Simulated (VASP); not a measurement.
Write the native input for VASP 6.6.1 that does the following.

- Task: single point
- Functional: PBE
- Potentials or basis: VASP PAW PBE potentials, release 64 (Nb_sv)
- Cutoff: 520 eV
- k mesh: 12 × 12 × 7
- Occupations: fermi-dirac, width 0.1 eV
- Spin: no spin polarisation
- Dipole correction: no
- Further INCAR settings: ALGO = Normal; EDIFF = 1e-06; NBANDS = 20

The structure of Nb lies in POSCAR:

```
Nb
1.0
    2.8701074230      0.0000000000      0.0000000000
   -1.4350537115      2.4855859399      0.0000000000
    0.0000000000      0.0000000000      5.2418368265
Nb
2
Direct
    0.3333333333      0.6666666667      0.2500000000
    0.6666666667      0.3333333333      0.7500000000
```

This isn't the form of Nb at room conditions, which is bcc.

These files were run (other wordings do the same):

INCAR

```
PREC = Accurate
ENCUT = 520
EDIFF = 1E-6
ISMEAR = -1
SIGMA = 0.1
LREAL = F
LASPH = T
NELM = 60
ALGO = Normal
ISIF = 2
LWAVE = F
LCHARG = F
GGA = PE
NBANDS = 20
```

KPOINTS

```
regular mesh
0
Gamma
  12 12 7
```

Potentials or basis: VASP PAW PBE potentials, release 64 (Nb_sv).

Run with:

```sh
$ cat potpaw_PBE.64/Nb_sv/POTCAR > POTCAR
$ mpirun -np 1 vasp_std > vasp.out
```

It gave:

- Pressure: -0.3 GPa
- Band gap on the k mesh: zero (bands 13 and 14 overlap by 2.25 eV)

Run time: 28 s on 1 thread of AMD EPYC 9R45 96-Core Processor (Zen 5) (shared host), peak memory 0.15 GiB.
